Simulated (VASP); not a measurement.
# AsP2: single point with PBE

The system is AsP2.

```
CELL_PARAMETERS angstrom
-1.77652 1.77652 4.92080
1.77652 -1.77652 4.92080
1.77652 1.77652 -4.92080
ATOMIC_POSITIONS crystal
P 0.60878 0.60878 0.00000
P 0.39122 0.39122 0.00000
As 0.00000 0.00000 0.00000
```

```json
{
 "Program": "VASP 6.6.1",
 "Task": "single point",
 "Functional": "PBE",
 "Potentials or basis": "VASP PAW PBE potentials, release 64 (P, As)",
 "Cutoff": "500 eV",
 "k mesh": "6 × 6 × 6",
 "Occupations": "gaussian, width 0.1 eV",
 "Spin": "no spin polarisation",
 "Dipole correction": "no",
 "Further INCAR settings": "ALGO = Normal; EDIFF = 1e-06; NBANDS = 14"
}
```

```
Pressure               : 0.0 GPa
Largest force          : 0.048 eV/Å
Band gap on the k mesh : zero (an odd number of electrons rules out a gap without spin polarisation)
```

Forces on the atoms (eV/Å):
```
P    0.000  0.000 -0.048
P    0.000  0.000  0.048
As   0.000  0.000  0.000
```

Levels at points of the mesh, in eV from the Fermi level:
| k point | band 4 | band 5 | band 6 | band 7 | band 8 | band 9 | band 10 | band 11 |
| --- | --- | --- | --- | --- | --- | --- | --- | --- |
| (0.00, 0.00, 0.00) | -4.91 | -3.84 | -3.84 | -0.17 | 0.63 | 0.63 | 2.96 | 4.92 |
| (0.50, 0.00, 0.00) | -4.73 | -2.64 | -1.75 | -0.64 | -0.47 | -0.16 | 1.71 | 2.74 |
| (0.50, 0.50, 0.00) | -7.18 | -6.97 | -2.61 | -2.32 | -1.43 | -1.04 | 2.86 | 4.69 |
| (0.50, 0.50, 0.50) | -4.01 | -4.01 | -2.24 | 0.56 | 1.49 | 1.49 | 2.60 | 2.72 |

It took 47 s on 1 thread of Oxide Virtual Turin-like Processor, with other jobs on the host, peak memory 0.2 GiB.

Caveat: an odd number of electrons without spin polarisation forces a metal; a magnetic or distorted state may lie lower.
